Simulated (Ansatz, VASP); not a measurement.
**Two plane-wave programs on RhCl4**

```
Rh Cl
1.0
    -2.45145    2.45145    5.30265
     2.45145   -2.45145    5.30265
     2.45145    2.45145   -5.30265
Rh Cl
1 4
Direct
  0.00000 0.00000 0.00000
  0.21119 0.21119 0.00000
  0.78881 0.78881 0.00000
  0.50000 0.00000 0.50000
  0.00000 0.50000 0.50000
```

Change from the starting cell: species swapped into the PbF4 type (I4/mmm, No. 139).

Alike in both runs: functional PBE; k mesh 3 × 3 × 3; occupations gaussian, width 0.15 eV; collinear spin.

Ansatz relaxed the structure, and its values are those at the end. VASP's run is a single point on that final structure, the one shown.

|  | VASP | Ansatz |
| --- | --- | --- |
| version | VASP 6.6.1 | Ansatz 0.2.0 |
| potentials or method | VASP PAW PBE potentials, release 64 (Rh_pv, Cl), cutoff 520 eV | scalar-relativistic, plane waves, PAW |
| valence electrons in the cell | 43 | 45 |

VASP gave:

```
gap on the k mesh at the Fermi level (eV)                     : none
pressure (GPa)                                                : -0.1
rms of the force components (eV/Å)                            : 0.006
net moment per atom (μB)                                      : 0.42
size of the moment on the site where the two differ most (μB) : 1.04
```

Question: What did Ansatz give for the same quantities?

Answer: gap on the k mesh at the Fermi level (eV): none; pressure (GPa): 0.1; rms of the force components (eV/Å): 0.006; net moment per atom (μB): 0.42; size of the moment on the site where the two differ most (μB): 0.93.

Site moments also hang on the region over which each program counts them. A gap of «none» marks a metal or a gap that the smearing closes. With one functional, cell and mesh, what is left measures potentials, basis and numerics. VASP's potentials hold 43 valence electrons a cell and Ansatz's 45, so a difference there can come from the potentials and not from the codes.

The k mesh is coarse, so the values compare programs but aren't converged.
